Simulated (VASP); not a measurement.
Wanted: the native input for a VASP 6.6.1 run.

```yaml
Task: single point
Functional: PBE
Potentials_or_basis: VASP PAW PBE potentials, release 64 (Zr_sv)
Cutoff: 520 eV
k_mesh: 18 × 18 × 10
Occupations: gaussian, width 0.15 eV
Spin: no spin polarisation
Dipole_correction: no
Further_INCAR_settings: ALGO = Fast; EDIFF = 1e-06; NBANDS = 19
```

The structure of Zr lies in POSCAR:

```
Zr
1.0
    3.2319982225      0.0000000000      0.0000000000
   -1.6159991112      2.7989925657      0.0000000000
    0.0000000000      0.0000000000      4.9925900000
Zr
2
Direct
    0.3333333333      0.6666666667      0.2500000000
    0.6666666667      0.3333333333      0.7500000000
```

This cell differs from its parent crystal: strain +0.000 along x and y, -0.030 along z.

The input as run:

INCAR

```
SYSTEM = Zr
  ALGO = Fast
  EDIFF = 1E-6
  ENCUT = 520
  GGA = PE
  ISIF = 2
  ISMEAR = 0
  LASPH = .TRUE.
  LCHARG = .TRUE.
  LELF = .TRUE.
  LREAL = .FALSE.
  LVHAR = .TRUE.
  LWAVE = .FALSE.
  NBANDS = 19
  NELM = 60
  PREC = Accurate
  SIGMA = 0.15
```

KPOINTS

```
k-points
0
G
  18 18 10
  0 0 0
```

Potentials or basis: VASP PAW PBE potentials, release 64 (Zr_sv).

The run is started by

```console
$ cat potpaw_PBE.64/Zr_sv/POTCAR > POTCAR
$ mpirun -np 1 vasp_std > vasp.out
```

It gave:

```yaml
Pressure: 3.7 GPa
Band_gap_on_the_k_mesh: zero (band 12 reaches 10.27 eV, above the bottom of band 13 at 9.07 eV)
```

Caveat: the cell differs from its parent crystal (strain +0.000 along x and y, -0.030 along z).

Run time: 2.9 min on 1 thread of Intel Xeon 6975P-C (shared host), peak memory 0.28 GiB.
